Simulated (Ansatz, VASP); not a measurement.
# CdS: VASP beside Ansatz

Contents of INCAR:

```
SYSTEM = CdS
PREC = Accurate
ENCUT = 520
EDIFF = 1E-6
ISMEAR = 0
SIGMA = 0.01
LREAL = .False.
LASPH = .True.
NELM = 80
ALGO = Normal
ISIF = 2
LWAVE = .False.
LCHARG = .True.
GGA = CA
LELF = .True.
LVHAR = .True.
NBANDS = 26
```

Contents of KPOINTS:

```
regular mesh
0
Gamma
  9 9 4
  0 0 0
```

POSCAR

```
CdS
1.0
    4.0738866863      0.0000000000      0.0000000000
   -2.0369433432      3.5280893625      0.0000000000
    0.0000000000      0.0000000000      6.6385814430
Cd S
2 2
Direct
    0.3333333333      0.6666666667     -0.0367167649
    0.6666666667      0.3333333333      0.4632832351
    0.3333333333      0.6666666667      0.4137167649
    0.6666666667      0.3333333333      0.9137167649
```

Input for Ansatz:

```yaml
crystal:
  lattice:
    - [4.0738866863, 0.0, 0.0]
    - [-2.0369433432, 3.5280893625, 0.0]
    - [0.0, 0.0, 6.638581443]
  atoms:
    - { symbol: Cd, position: [0.3333333333, 0.6666666667, -0.0367167649] }
    - { symbol: Cd, position: [0.6666666667, 0.3333333333, 0.4632832351] }
    - { symbol: S, position: [0.3333333333, 0.6666666667, 0.4137167649] }
    - { symbol: S, position: [0.6666666667, 0.3333333333, 0.9137167649] }
basis:
  ecutwfc: 420
  xc_grid: 2
kpoints:
  mp_grid: { grid: [9, 9, 4] }
hamiltonian:
  xc: lda
  pseudopotentials: { kind: paw, azcp: { folder: soft_1 } }
scf:
  occupations: { method: fixed }
output:
  forces: true
  stress: true
  eigenvalues: true
  polarization: {}
```

Change from the starting cell: polar distortion scaled by 0.40.

Alike in both runs: task single point; functional LDA; k mesh 9 × 9 × 4; no spin polarisation.

|  | VASP | Ansatz |
| --- | --- | --- |
| version | VASP 6.6.1 | Ansatz 0.2.0 |
| potentials or method | VASP PAW LDA potentials, release 64 (Cd, S), cutoff 520 eV | scalar-relativistic, plane waves, PAW |
| occupations | gaussian, width 0.01 eV | fixed |
| valence electrons in the cell | 36 | 52 |

|  | VASP | Ansatz | Ansatz less VASP |
| --- | --- | --- | --- |
| gap on the k mesh at the Fermi level (eV) | 1.28 | 1.25 | -0.034 |
| least direct gap on the mesh (eV) | 1.28 | 1.25 | -0.034 |
| pressure (GPa) | 3.8 | 3.2 | -0.66 |
| traceless stress, the component that is largest in VASP (GPa) | -7.51 | -7.00 | +0.512 |
| rms of the force components (eV/Å) | 0.400 | 0.384 | -0.0159 |

Ansatz warns that its potentials were made for another functional, while VASP's fit it. LDA's correlation is that of Perdew and Zunger in VASP and of Perdew and Wang (1992) in Ansatz. Atom by atom the forces differ by 0.016 eV/Å (rms over components). VASP's potentials hold 36 valence electrons a cell and Ansatz's 52, so a difference there can come from the potentials and not from the codes.
